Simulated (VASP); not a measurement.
# W in VASP: relaxation of the atoms with LDA

Aim: the relaxation of the atoms of W with LDA.

Program: VASP 6.6.1. These are calculated values, not measurements. Logs are shortened: lines on timing, memory, paths and dates and some standing lists are left out, and cuts for length are marked.

**1. The cell of the first run**

The cell holds a slab with vacuum, 4 atoms: a = 2.809 Å, b = 3.973 Å, c = 18.214 Å, α = 90.00°, β = 90.00°, γ = 90.00°.

**2. Relaxation of the atoms, LDA**

Contents of INCAR:

```
SYSTEM = W
  ALGO = Fast
  DIPOL = 0.5 0.5 0.500
  EDIFF = 1E-7
  EDIFFG = -0.03
  ENCUT = 520
  IBRION = 2
  IDIPOL = 3
  ISIF = 2
  ISMEAR = 0
  LASPH = .True.
  LCHARG = .False.
  LDIPOL = .True.
  LREAL = .False.
  LWAVE = .False.
  NELM = 60
  NSW = 70
  PREC = Accurate
  SIGMA = 0.1
```

Contents of KPOINTS:

```
k-points
0
Gamma
  10 7 1
  0 0 0
```

Contents of POSCAR:

```
W
1.0
    2.8093052383      0.0000000000      0.0000000000
    0.0000000000      3.9729575688      0.0000000000
    0.0000000000      0.0000000000     18.2139578574
W
4
Selective dynamics
Direct
    0.5000000000      0.5000000000      0.3843206433  F F F
    0.0000000000      0.0000000000      0.4614402144  F F F
    0.5000000000      0.5000000000      0.5385597856  T T T
    0.0000000000      0.0000000000      0.6156793567  T T T
```

Potentials or basis: VASP PAW LDA potentials, release 64 (W_sv).

The run is started by

```bash
$ cat potpaw_LDA.64/W_sv/POTCAR > POTCAR
$ mpirun -np 1 vasp_std > vasp.out
```

OUTCAR:

```text
SYSTEM = W
   EDIFF = 1E-7
   EDIFFG = -0.03
   ENCUT = 520
   IBRION = 2
   ISIF = 2
   ISMEAR = 0
   LASPH = .True.
   LREAL = .False.
   NELM = 60
   NSW = 70
   PREC = Accurate

 ion  position               nearest neighbor table
   1  0.500  0.500  0.384-   2 2.81   2 2.81   2 2.81   2 2.81   3 2.81
   2  0.000  0.000  0.461-   1 2.81   1 2.81   1 2.81   1 2.81   4 2.81   3 2.81   3 2.81   3 2.81
                             3 2.81
   3  0.500  0.500  0.539-   4 2.81   4 2.81   4 2.81   4 2.81   1 2.81   2 2.81   2 2.81   2 2.81
                             2 2.81
   4  0.000  0.000  0.616-   3 2.81   3 2.81   3 2.81   3 2.81   2 2.81

  LATTYP: Found a simple orthorhombic cell.
 ALAT       =     2.8093052383
 B/A-ratio  =     1.4142135624
 C/A-ratio  =     6.4834385417

  Lattice vectors:

 A1 = (   2.8093052383,   0.0000000000,   0.0000000000)
 A2 = (   0.0000000000,   3.9729575688,   0.0000000000)
 A3 = (   0.0000000000,   0.0000000000,  18.2139578574)

Analysis of symmetry for initial positions (statically):
=====================================================================
 Subroutine PRICEL returns:
 Original cell was already a primitive cell.

 Routine SETGRP: Setting up the symmetry group for a
 simple orthorhombic supercell.

 Subroutine GETGRP returns: Found  8 space group operations
 (whereof  4 operations were pure point group operations)
 out of a pool of  8 trial point group operations.

The static configuration has the point symmetry C_2v.
 The point group associated with its full space group is D_2h.

Analysis of symmetry for dynamics (positions and initial velocities):
=====================================================================
 Subroutine PRICEL returns:
 Original cell was already a primitive cell.

 Routine SETGRP: Setting up the symmetry group for a
 simple orthorhombic supercell.

 Subroutine GETGRP returns: Found  8 space group operations
 (whereof  4 operations were pure point group operations)
 out of a pool of  8 trial point group operations.

The dynamic configuration has the point symmetry C_2v.
 The point group associated with its full space group is D_2h.

Analysis of constrained symmetry for selective dynamics:
=====================================================================
 Subroutine PRICEL returns:
 Original cell was already a primitive cell.

 Routine SETGRP: Setting up the symmetry group for a
 simple orthorhombic supercell.

 Subroutine GETGRP returns: Found  4 space group operations
 (whereof  4 operations were pure point group operations)
 out of a pool of  8 trial point group operations.

The constrained configuration has the point symmetry C_2v.

 Subroutine INISYM returns: Found  4 space group operations
 (whereof  4 operations are pure point group operations),
 and found     1 'primitive' translations

----------------------------------------------------------------------------------------

                                     Primitive cell

  volume of cell :     203.2905

  direct lattice vectors                    reciprocal lattice vectors
     2.809305238  0.000000000  0.000000000     0.355959896  0.000000000  0.000000000
     0.000000000  3.972957569  0.000000000     0.000000000  0.251701656  0.000000000
     0.000000000  0.000000000 18.213957857     0.000000000  0.000000000  0.054902949

  length of vectors
     2.809305238  3.972957569 18.213957857     0.355959896  0.251701656  0.054902949

  position of ions in fractional coordinates (direct lattice)
     0.500000000  0.500000000  0.384320643
     0.000000000  0.000000000  0.461440214
     0.500000000  0.500000000  0.538559786
     0.000000000  0.000000000  0.615679357

  ion indices of the primitive-cell ions
   primitive index   ion index
                 1           1
                 2           2
                 3           3
                 4           4

[... 24 lines left out ...]
 Found     24 irreducible k-points:

 Following reciprocal coordinates:
            Coordinates               Weight
  0.000000  0.000000  0.000000      1.000000
  0.100000  0.000000  0.000000      2.000000
  0.200000  0.000000  0.000000      2.000000
  0.300000  0.000000  0.000000      2.000000
  0.400000  0.000000  0.000000      2.000000
  0.500000  0.000000  0.000000      1.000000
[... 16 lines left out ...]
  0.400000  0.428571  0.000000      4.000000
  0.500000  0.428571  0.000000      2.000000
   k-points           NKPTS =     24   k-points in BZ     NKDIM =     24   number of bands    NBANDS=     33
   number of dos      NEDOS =    301   number of ions     NIONS =      4
   total plane-waves  NPLWV = 100800
   dimension x,y,z NGX =    24 NGY =   30 NGZ =  140
   dimension x,y,z NGXF=    48 NGYF=   60 NGZF=  280
   ions per type =               4
   NGX,Y,Z   is equivalent  to a cutoff of  14.20, 12.55, 12.78 a.u.
   NGXF,Y,Z  is equivalent  to a cutoff of  28.40, 25.11, 25.56 a.u.
 SYSTEM =  W
   PREC   = accura    normal or accurate (medium, high low for compatibility)
   ISTART =      0    job   : 0-new  1-cont  2-samecut
   ICHARG =      2    charge: 1-file 2-atom 10-const
   ISPIN  =      1    spin polarized calculation?
   LNONCOLLINEAR =      F non collinear calculations
   LSORBIT =      F    spin-orbit coupling
   LASPH  =      T    aspherical Exc in radial PAW
   ENCUT  =  520.0 eV  38.22 Ry    6.18 a.u.   5.22  7.39 33.87*2*pi/ulx,y,z
   NELM   =     60;   NELMIN=  2; NELMDL= -5     # of ELM steps
   EDIFF  = 0.1E-06   stopping-criterion for ELM
   LREAL  =      F    real-space projection
   EDIFFG = -.3E-01   stopping-criterion for IOM
   NSW    =     70    number of steps for IOM
   IBRION =      2    ionic relax: 0-MD 1-quasi-New 2-CG
   NFREE  =      1    steps in history (QN), initial steepest desc. (CG)
   ISIF   =      2    stress and relaxation
   ISYM   =      2    0-nonsym 1-usesym 2-fastsym
   POTIM  = 0.5000    time-step for ionic-motion
   TEBEG  =    0.0;   TEEND  =   0.0 temperature during run
   PSTRESS=    0.0 pullay stress
   NELECT =      56.0000    total number of electrons
   NUPDOWN=      -1.0000    fix difference up-down
   EMIN   =  10.00;   EMAX   =-10.00  energy-range for DOS
   EFERMI =   0.00;   METHOD = LEGACY
   ISMEAR =     0;   SIGMA  =   0.10  broadening in eV -4-tet -1-fermi 0-gaus
   EFERMI_NEDOS =   21; number of points for ismear=-14 and -15
   IALGO  =     68    algorithm
   IMIX   =      4    mixing-type and parameters
     AMIX     =   0.40;   BMIX     =  1.00
     AMIX_MAG =   1.60;   BMIX_MAG =  1.00
  volume/ion in A,a.u.               =      50.82       342.97
  Fermi-wavevector in a.u.,A,eV,Ry     =   1.065202  2.012939 15.437909  1.134654
  Thomas-Fermi vector in A             =   2.200745
   LORBIT       =      0    0 simple, 1 ext, 2 COOP (PROOUT), +10 PAW based schemes
   GGA     = CA    functional components
   LHFCALC =     F    Hartree Fock is set to
   AEXX    =    0.0000 exact exchange contribution
   IVDW    =     0    specifies the selected vdW correction
   LEPSILON=     F    determine dielectric tensor
   LRPA    =     F    only Hartree local field effects (RPA)
 conjugate gradient relaxation of ions
 non-spin polarized calculation
 RMM-DIIS sequential band-by-band and
 Gauss-broadening in eV      SIGMA  =   0.10
  energy-cutoff  :      520.00
  volume of cell :      203.29
 maximum number of plane-waves:      5522
 NGX is ok and might be reduce to    24
   NGX = 11   NGY = 15   NGZ = 67

--------------------------------------- Ionic step        1  -------------------------------------------

 number of electron      55.9999996 magnetization

 Free energy of the ion-electron system (eV)
  ---------------------------------------------------
  ext. energy  EPLUGINS =         0.00000000
  ---------------------------------------------------
  free energy    TOTEN  =       -49.48940164 eV

  energy without entropy =      -49.45805766  energy(sigma->0) =      -49.47372965

------------------------ aborting loop because EDIFF is reached ----------------------------------------

  FORCE on cell =-STRESS in cart. coord.  units (eV):
  Direction    XX          YY          ZZ          XY          YZ          ZX
  --------------------------------------------------------------------------------------
  -------------------------------------------------------------------------------------
  Total      -10.5855043     -8.2461798     -7.6517878      0.0000000      0.0000000      0.0000000
  in kB      -83.4266781    -64.9899494    -60.3054160      0.0000000      0.0000000      0.0000000
  external PRESSURE =     -69.5740145 kB  Pullay stress =       0.0000000 kB
[... 209 lines left out ...]
  FREE ENERGIE OF THE ION-ELECTRON SYSTEM (eV)
  ---------------------------------------------------
  free  energy   TOTEN  =       -49.8653686999 eV

  energy  without entropy=      -49.8416621214  energy(sigma->0) =      -49.85351541

 dipolmoment           0.000000      0.000000     -0.012680 electrons x Angstroem

--------------------------------------- Ionic step        7  -------------------------------------------

 number of electron      55.9999999 magnetization

------------------------ aborting loop because EDIFF is reached ----------------------------------------
[... 33 lines left out ...]
--------------------------------------- Ionic step        8  -------------------------------------------

 number of electron      56.0000000 magnetization

 dipolmoment           0.000000      0.000000      0.010553 electrons x Angstroem

 Free energy of the ion-electron system (eV)
  ---------------------------------------------------
  ext. energy  EPLUGINS =         0.00000000
  ---------------------------------------------------
  free energy    TOTEN  =       -49.87034552 eV

  energy without entropy =      -49.84591653  energy(sigma->0) =      -49.85813102

 E-fermi :   0.4377     XC(G=0):  -5.5434

 val. band max:        0.4297560279   @ k =   0.0000   0.1429   0.0000
 cond. band min:       0.4733975829   @ k =   0.0000   0.4286   0.0000
 fundamental gap:      0.0436415549
 Fermi energy:         0.4376983255

 k-point     1 :       0.0000    0.0000    0.0000
  band No.  band energies     occupation
      1     -72.9489      2.00000
      2     -72.7636      2.00000
      3     -72.6483      2.00000
      4     -72.5394      2.00000
      5     -37.8646      2.00000
      6     -37.7498      2.00000
[... 853 lines left out ...]
     32       2.3829      0.00000
     33       2.9061      0.00000

------------------------ aborting loop because EDIFF is reached ----------------------------------------

 vacuum level on the upper side and lower side of the slab       (xc-potential included)        -0.060        -0.229

  FORCE on cell =-STRESS in cart. coord.  units (eV):
  Direction    XX          YY          ZZ          XY          YZ          ZX
  --------------------------------------------------------------------------------------
  -------------------------------------------------------------------------------------
  Total       -3.8646917     -2.4596518     -3.2742593      0.0000000      0.0000000      0.0000000
  in kB      -30.4584817    -19.3850547    -25.8051544      0.0000000      0.0000000      0.0000000
  external PRESSURE =     -25.2162303 kB  Pullay stress =       0.0000000 kB
[... 19 lines left out ...]
  FREE ENERGIE OF THE ION-ELECTRON SYSTEM (eV)
  ---------------------------------------------------
  free  energy   TOTEN  =       -49.8703455178 eV

  energy  without entropy=      -49.8459165262  energy(sigma->0) =      -49.85813102

 reached required accuracy - stopping structural energy minimisation

 vacuum level on the upper side and lower side of the slab         4.862         4.687
```

Run time: 30 min. Hardware: 1 thread of Oxide Virtual Turin-like, shared host; peak memory 0.29 GiB.

Results:

```yaml
Free_energy: -49.8703 eV
Energy_gained_by_relaxing: 95.2 meV/atom
Ionic_steps: 8
Band_gap_on_the_k_mesh: zero (bands 28 and 29 overlap by 0.76 eV)
```

Step by step:
| step | energy change (eV) | largest force on free atoms (eV/Å) | pressure (GPa) |
| --- | --- | --- | --- |
| 1 | 0.0000 | 2.2434 | -6.96 |
| 2 | -0.2507 | 1.4099 | -5.64 |
| 3 | -0.3206 | 0.8031 | -3.92 |
| 4 | -0.3232 | 0.6477 | -4.22 |
| 5 | -0.3504 | 0.5377 | -3.65 |
| 6 | -0.3760 | 0.2847 | -2.31 |
| 7 | -0.3807 | 0.0702 | -2.56 |
| 8 | -0.3809 | 0.0118 | -2.52 |

Final structure:
```
W
1.0
     2.80931    0.00000    0.00000
     0.00000    3.97296    0.00000
     0.00000    0.00000   18.21396
W
4
Cartesian
  1.4047 1.9865 7.0000
  0.0000 0.0000 8.4047
  1.4047 1.9865 9.8077
  0.0000 0.0000 10.9292
```

Caveat: spin-orbit coupling is left out, which moves the levels of the heavy elements.

The gap in the log of VASP goes by the Fermi energy; the results here count the filled bands.